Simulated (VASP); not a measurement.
# HgTe (Cmcm) in VASP: single point with r2SCAN

Aim: the single point of HgTe with r2SCAN.

Everything below comes from runs of VASP 6.6.1. Logs are shortened: lines on timing, memory, paths and dates and some standing lists are left out, and cuts for length are marked.

## (1) The cell of the first run

It takes space group Cmcm (No. 63, orthorhombic). Conventional cell: a = 6.350 Å, b = 6.275 Å, c = 5.855 Å, α = 90.00°, β = 90.00°, γ = 90.00°. Within 3.7 Å of Hg (site symmetry m2m) lie 6 Te at 2.80 to 3.47 Å and 2 Hg at 3.67 Å. Within 3.7 Å of Te (site symmetry m2m) lie 6 Hg at 2.80 to 3.47 Å.

## (2) Single point, r2SCAN (strain +0.0750 x Voigt [1, -1, 0, 0, 0, 0])

POSCAR

```
HgTe
1.0
    3.1749984038     -3.1377316163      0.0000000000
    3.1749984038      3.1377316163      0.0000000000
    0.0000000000      0.0000000000      5.8546929393
Hg Te
2 2
Direct
    0.3235324480      0.6764675520      0.7500000000
    0.6764675520      0.3235324480      0.2500000000
    0.7700436172      0.2299563828      0.7500000000
    0.2299563828      0.7700436172      0.2500000000
```

INCAR.step1

```
  ALGO = Normal
  EDIFF = 1E-4
  ENCUT = 520
  GGA = PE
  ISMEAR = 0
  LASPH = T
  LCHARG = F
  LREAL = F
  LWAVE = T
  NBANDS = 26
  NELM = 80
  PREC = Accurate
  SIGMA = 0.15
```

INCAR.step2

```
  ALGO = Normal
  EDIFF = 1E-7
  ENCUT = 520
  ISIF = 2
  ISMEAR = 0
  ISTART = 1
  LASPH = T
  LCHARG = F
  LMIXTAU = T
  LREAL = F
  LWAVE = F
  METAGGA = R2SCAN
  NBANDS = 26
  NELM = 80
  PREC = Accurate
  SIGMA = 0.15
```

KPOINTS

```
k-points
0
Gamma
  12 12 8
```

Potentials or basis: VASP PAW PBE potentials, release 64 (Hg, Te).

Launch:

```console
$ cat potpaw_PBE.64/Hg/POTCAR potpaw_PBE.64/Te/POTCAR > POTCAR
$ cp INCAR.step1 INCAR
$ mpirun -np 1 vasp_std > vasp.out
$ cp INCAR.step2 INCAR
$ mpirun -np 1 vasp_std > vasp.out
```

OUTCAR:

```text
EDIFF = 1E-7
   ENCUT = 520
   ISIF = 2
   ISMEAR = 0
   ISTART = 1
   LASPH = T
   LREAL = F
   METAGGA = R2SCAN
   NELM = 80
   PREC = Accurate

 ion  position               nearest neighbor table
   1  0.324  0.676  0.750-   3 2.80   4 2.99   4 2.99   3 3.19   3 3.19   3 3.47   2 3.67   2 3.67

   2  0.676  0.324  0.250-   4 2.80   3 2.99   3 2.99   4 3.19   4 3.19   4 3.47   1 3.67   1 3.67

   3  0.770  0.230  0.750-   1 2.80   2 2.99   2 2.99   1 3.19   1 3.19   1 3.47
   4  0.230  0.770  0.250-   2 2.80   1 2.99   1 2.99   2 3.19   2 3.19   2 3.47

  LATTYP: Found a base centered orthorhombic cell.
 ALAT       =     6.2754632326
 B/A-ratio  =     1.0118769838
 C/A-ratio  =     0.9329499229

  Lattice vectors:

 A1 = (  -3.1749984038,  -3.1377316163,   0.0000000000)
 A2 = (   3.1749984038,  -3.1377316163,   0.0000000000)
 A3 = (   0.0000000000,   0.0000000000,   5.8546929393)

Analysis of symmetry for initial positions (statically):
=====================================================================
 Subroutine PRICEL returns:
 Original cell was already a primitive cell.

 Routine SETGRP: Setting up the symmetry group for a
 base centered orthorhombic supercell.

 Subroutine GETGRP returns: Found  8 space group operations
 (whereof  4 operations were pure point group operations)
 out of a pool of  8 trial point group operations.

The static configuration has the point symmetry C_2h.
 The point group associated with its full space group is D_2h.

Analysis of symmetry for dynamics (positions and initial velocities):
=====================================================================
 Subroutine PRICEL returns:
 Original cell was already a primitive cell.

 Routine SETGRP: Setting up the symmetry group for a
 base centered orthorhombic supercell.

 Subroutine GETGRP returns: Found  8 space group operations
 (whereof  4 operations were pure point group operations)
 out of a pool of  8 trial point group operations.

The dynamic configuration has the point symmetry C_2h.
 The point group associated with its full space group is D_2h.

 Subroutine INISYM returns: Found  8 space group operations
 (whereof  4 operations are pure point group operations),
 and found     1 'primitive' translations

----------------------------------------------------------------------------------------

                                     Primitive cell

  volume of cell :     116.6523

  direct lattice vectors                    reciprocal lattice vectors
     3.174998404 -3.137731616  0.000000000     0.157480394 -0.159350786  0.000000000
     3.174998404  3.137731616  0.000000000     0.157480394  0.159350786  0.000000000
     0.000000000  0.000000000  5.854692939     0.000000000  0.000000000  0.170803151

  length of vectors
     4.463851987  4.463851987  5.854692939     0.224037380  0.224037380  0.170803151

  position of ions in fractional coordinates (direct lattice)
     0.323532448  0.676467552  0.750000000
     0.676467552  0.323532448  0.250000000
     0.770043617  0.229956383  0.750000000
     0.229956383  0.770043617  0.250000000

  ion indices of the primitive-cell ions
   primitive index   ion index
                 1           1
                 2           2
                 3           3
                 4           4

----------------------------------------------------------------------------------------

 KPOINTS: k-points

Automatic generation of k-mesh.
 Grid dimensions read from file:
 generate k-points for:   12   12    8

 Generating k-lattice:

  Cartesian coordinates                     Fractional coordinates (reciprocal lattice)
     0.013123366 -0.013279232  0.000000000     0.083333333  0.000000000  0.000000000
     0.013123366  0.013279232  0.000000000     0.000000000  0.083333333  0.000000000
     0.000000000  0.000000000  0.021350394     0.000000000  0.000000000  0.125000000

  Length of vectors
     0.018669782  0.018669782  0.021350394

  Shift w.r.t. Gamma in fractional coordinates (k-lattice)
     0.000000000  0.000000000  0.000000000

 Subroutine IBZKPT returns following result:
 ===========================================

 Found    215 irreducible k-points:

 Following reciprocal coordinates:
            Coordinates               Weight
  0.000000  0.000000  0.000000      1.000000
  0.083333 -0.000000  0.000000      4.000000
  0.166667 -0.000000  0.000000      4.000000
  0.250000 -0.000000  0.000000      4.000000
  0.333333 -0.000000  0.000000      4.000000
  0.416667  0.000000  0.000000      4.000000
[... 16 lines left out ...]
  0.500000  0.166667  0.000000      4.000000
 -0.416667  0.166667  0.000000      4.000000
 [... further k-points ...]
   k-points           NKPTS =    215   k-points in BZ     NKDIM =    215   number of bands    NBANDS=     26
   number of dos      NEDOS =    301   number of ions     NIONS =      4
   total plane-waves  NPLWV =  62208
   dimension x,y,z NGX =    36 NGY =   36 NGZ =   48
   dimension x,y,z NGXF=    72 NGYF=   72 NGZF=   96
   ions per type =               2   2
   NGX,Y,Z   is equivalent  to a cutoff of  13.41, 13.41, 13.63 a.u.
   NGXF,Y,Z  is equivalent  to a cutoff of  26.81, 26.81, 27.26 a.u.
 SYSTEM =  unknown system
   PREC   = accura    normal or accurate (medium, high low for compatibility)
   ISTART =      1    job   : 0-new  1-cont  2-samecut
   ICHARG =      0    charge: 1-file 2-atom 10-const
   ISPIN  =      1    spin polarized calculation?
   LNONCOLLINEAR =      F non collinear calculations
   LSORBIT =      F    spin-orbit coupling
   LASPH  =      T    aspherical Exc in radial PAW
   ENCUT  =  520.0 eV  38.22 Ry    6.18 a.u.   8.30  8.30 10.89*2*pi/ulx,y,z
   NELM   =     80;   NELMIN=  2; NELMDL=  0     # of ELM steps
   EDIFF  = 0.1E-06   stopping-criterion for ELM
   LREAL  =      F    real-space projection
   EDIFFG = 0.1E-05   stopping-criterion for IOM
   NSW    =      0    number of steps for IOM
   IBRION =     -1    ionic relax: 0-MD 1-quasi-New 2-CG
   NFREE  =      0    steps in history (QN), initial steepest desc. (CG)
   ISIF   =      2    stress and relaxation
   ISYM   =      2    0-nonsym 1-usesym 2-fastsym
   POTIM  = 0.5000    time-step for ionic-motion
   TEBEG  =    0.0;   TEEND  =   0.0 temperature during run
   PSTRESS=    0.0 pullay stress
   NELECT =      36.0000    total number of electrons
   NUPDOWN=      -1.0000    fix difference up-down
   EMIN   =  10.00;   EMAX   =-10.00  energy-range for DOS
   EFERMI =   0.00;   METHOD = LEGACY
   ISMEAR =     0;   SIGMA  =   0.15  broadening in eV -4-tet -1-fermi 0-gaus
   EFERMI_NEDOS =   21; number of points for ismear=-14 and -15
   IALGO  =     38    algorithm
   IMIX   =      4    mixing-type and parameters
     AMIX     =   0.40;   BMIX     =  1.00
     AMIX_MAG =   1.60;   BMIX_MAG =  1.00
  volume/ion in A,a.u.               =      29.16       196.80
  Fermi-wavevector in a.u.,A,eV,Ry     =   1.106313  2.090628 16.652545  1.223928
  Thomas-Fermi vector in A             =   2.242812
   LORBIT       =      0    0 simple, 1 ext, 2 COOP (PROOUT), +10 PAW based schemes
   METAGGA = R2SCAN    functional components
   LHFCALC =     F    Hartree Fock is set to
   AEXX    =    0.0000 exact exchange contribution
   IVDW    =     0    specifies the selected vdW correction
   LEPSILON=     F    determine dielectric tensor
   LRPA    =     F    only Hartree local field effects (RPA)
 non-spin polarized calculation
 Gauss-broadening in eV      SIGMA  =   0.15
  energy-cutoff  :      520.00
  volume of cell :      116.65
 maximum number of plane-waves:      3168
 NGX is ok and might be reduce to    36
   NGX = 17   NGY = 17   NGZ = 21

 number of electron      36.0000002 magnetization

 Free energy of the ion-electron system (eV)
  ---------------------------------------------------
  ext. energy  EPLUGINS =         0.00000000
  ---------------------------------------------------
  free energy    TOTEN  =      -149.52593080 eV

  energy without entropy =     -149.50173612  energy(sigma->0) =     -149.51383346

 E-fermi :   3.8588     XC(G=0): -10.2585

 val. band max:        3.8536579677   @ k =  -0.2500   0.1667   0.5000
 cond. band min:       3.8589089344   @ k =   0.2500   0.2500   0.5000
 fundamental gap:      0.0052509667
 Fermi energy:         3.8588294335

 k-point     1 :       0.0000    0.0000    0.0000
  band No.  band energies     occupation
      1      -8.4330      2.00000
      2      -7.3250      2.00000
      3      -3.1764      2.00000
      4      -3.1159      2.00000
      5      -3.0889      2.00000
      6      -3.0548      2.00000
[... 18 lines left out ...]
     25      12.0195      0.00000
     26      12.0673      0.00000

 k-point     2 :       0.0833   -0.0000    0.0000
  band No.  band energies     occupation
      1      -8.3981      2.00000
      2      -7.3170      2.00000
      3      -3.1768      2.00000
      4      -3.1415      2.00000
      5      -3.0888      2.00000
      6      -3.0750      2.00000
[... 18 lines left out ...]
     25      11.6471      0.00000
     26      12.0625      0.00000

 k-point     3 :       0.1667   -0.0000    0.0000
  band No.  band energies     occupation
      1      -8.2964      2.00000
      2      -7.2989      2.00000
      3      -3.2024      2.00000
      4      -3.1777      2.00000
      5      -3.1259      2.00000
      6      -3.0690      2.00000
[... 18 lines left out ...]
     25      11.6350      0.00000
     26      11.9228      0.00000

 k-point     4 :       0.2500   -0.0000    0.0000
  band No.  band energies     occupation
      1      -8.1374      2.00000
      2      -7.2882      2.00000
      3      -3.2755      2.00000
      4      -3.1784      2.00000
      5      -3.1616      2.00000
      6      -3.0704      2.00000
[... 18 lines left out ...]
     25      11.2758      0.00000
     26      11.7788      0.00000

 k-point     5 :       0.3333   -0.0000    0.0000
  band No.  band energies     occupation
      1      -7.9387      2.00000
      2      -7.3101      2.00000
      3      -3.3391      2.00000
      4      -3.1893      2.00000
      5      -3.1774      2.00000
      6      -3.0910      2.00000
[... 18 lines left out ...]
     25      10.5196      0.00000
     26      12.0207      0.00000

 k-point     6 :       0.4167    0.0000    0.0000
  band No.  band energies     occupation
      1      -7.7263      2.00000
      2      -7.3886      2.00000
      3      -3.3791      2.00000
      4      -3.2108      2.00000
      5      -3.1723      2.00000
      6      -3.1405      2.00000
[... 427 lines left out ...]
 k-point    21 :       0.3333    0.1667    0.0000
  band No.  band energies     occupation
      1      -7.8909      2.00000
      2      -7.3149      2.00000
      3      -3.2141      2.00000
      4      -3.1795      2.00000
      5      -3.1036      2.00000
      6      -3.0777      2.00000
[... 18 lines left out ...]
     25      11.3682      0.00000
     26      11.5567      0.00000

 k-point    22 :       0.4167    0.1667    0.0000
  band No.  band energies     occupation
      1      -7.7105      2.00000
      2      -7.3819      2.00000
      3      -3.2132      2.00000
      4      -3.1537      2.00000
      5      -3.1481      2.00000
      6      -3.0736      2.00000
[... 18 lines left out ...]
     25      10.8857      0.00000
     26      11.6345      0.00000

 k-point    23 :       0.5000    0.1667    0.0000
  band No.  band energies     occupation
      1      -7.5434      2.00000
      2      -7.4985      2.00000
      3      -3.2754      2.00000
      4      -3.2034      2.00000
      5      -3.1208      2.00000
      6      -3.0953      2.00000
[... 18 lines left out ...]
     25      10.9274      0.00000
     26      11.2863      0.00000

 k-point    24 :      -0.4167    0.1667    0.0000
  band No.  band energies     occupation
      1      -7.6592      2.00000
      2      -7.4110      2.00000
      3      -3.3828      2.00000
      4      -3.1856      2.00000
      5      -3.1673      2.00000
      6      -3.1000      2.00000
[... 18 lines left out ...]
     25      10.7723      0.00000
     26      11.1637      0.00000

 [... further k-points ...]

------------------------ aborting loop because EDIFF is reached ----------------------------------------

  FORCE on cell =-STRESS in cart. coord.  units (eV):
  Direction    XX          YY          ZZ          XY          YZ          ZX
  --------------------------------------------------------------------------------------
  -------------------------------------------------------------------------------------
  Total       -1.6238560      2.3449538      0.6501680      0.0000000     -0.0000000      0.0000000
  in kB      -22.3030717     32.2070870      8.9298211      0.0000000     -0.0000000      0.0000000
  external PRESSURE =       6.2779455 kB  Pullay stress =       0.0000000 kB

 VOLUME and BASIS-vectors are now :
 -----------------------------------------------------------------------------
  energy-cutoff  :      520.00
  volume of cell :      116.65
      direct lattice vectors                 reciprocal lattice vectors
     3.174998404 -3.137731616  0.000000000     0.157480394 -0.159350786  0.000000000
     3.174998404  3.137731616  0.000000000     0.157480394  0.159350786  0.000000000
     0.000000000  0.000000000  5.854692939     0.000000000  0.000000000  0.170803151

 POSITION                                       TOTAL-FORCE (eV/Angst)
 -----------------------------------------------------------------------------------
      3.17500      1.10742      4.39102         0.000000      0.580454      0.000000
      3.17500     -1.10742      1.46367         0.000000     -0.580454     -0.000000
      3.17500     -1.69465      4.39102         0.000000     -0.495904      0.000000
      3.17500      1.69465      1.46367         0.000000      0.495904      0.000000
 -----------------------------------------------------------------------------------
    total drift:                                0.000000     -0.000000     -0.000000

  FREE ENERGIE OF THE ION-ELECTRON SYSTEM (eV)
  ---------------------------------------------------
  free  energy   TOTEN  =      -149.5259307993 eV

  energy  without entropy=     -149.5017361232  energy(sigma->0) =     -149.51383346
```

Run time: 32 min. Hardware: 1 thread of Oxide Virtual Turin-like, shared host; peak memory 0.65 GiB.

Results:

| Quantity | Value |
| --- | --- |
| Free energy | -149.5259 eV |
| Pressure | 0.6 GPa |
| Largest force | 0.580 eV/Å |
| Band gap on the k mesh | zero (bands 18 and 19 overlap by 1.90 eV) |

Forces on the atoms (eV/Å):
```
Hg   0.000  0.580  0.000
Hg   0.000 -0.580  0.000
Te   0.000 -0.496  0.000
Te   0.000  0.496  0.000
```

Stress tensor (GPa, compression positive):
```
-2.23  0.00  0.00
 0.00  3.22  0.00
 0.00  0.00  0.89
```

Levels at points of the mesh, in eV from the Fermi level:
```
           k point  band 15  band 16  band 17  band 18  band 19  band 20  band 21  band 22
(0.00, 0.00, 0.00)    -2.63    -2.00    -0.56    -0.45    -0.41    -0.27     4.46     7.13
(0.50, 0.00, 0.00)    -2.68    -2.02    -0.39    -0.22     1.49     2.35     4.52     4.78
(0.50, 0.50, 0.00)    -2.51    -2.47    -1.84    -1.74    -1.69    -1.49     4.63     5.40
(0.00, 0.00, 0.50)    -1.61    -1.61    -1.21    -1.21     1.86     1.86     5.50     5.50
(0.50, 0.00, 0.50)    -0.18    -0.18     0.20     0.20     2.93     2.93     3.85     3.85
(0.50, 0.50, 0.50)    -3.05    -3.05    -2.96    -2.96     2.61     2.61     5.61     5.61
```

Caveat: the cell differs from its parent crystal (strain +0.0750 x Voigt [1, -1, 0, 0, 0, 0]); the PAW data sets were made with another functional, which shifts forces and pressure a little; spin-orbit coupling is left out, which moves the levels of the heavy elements.
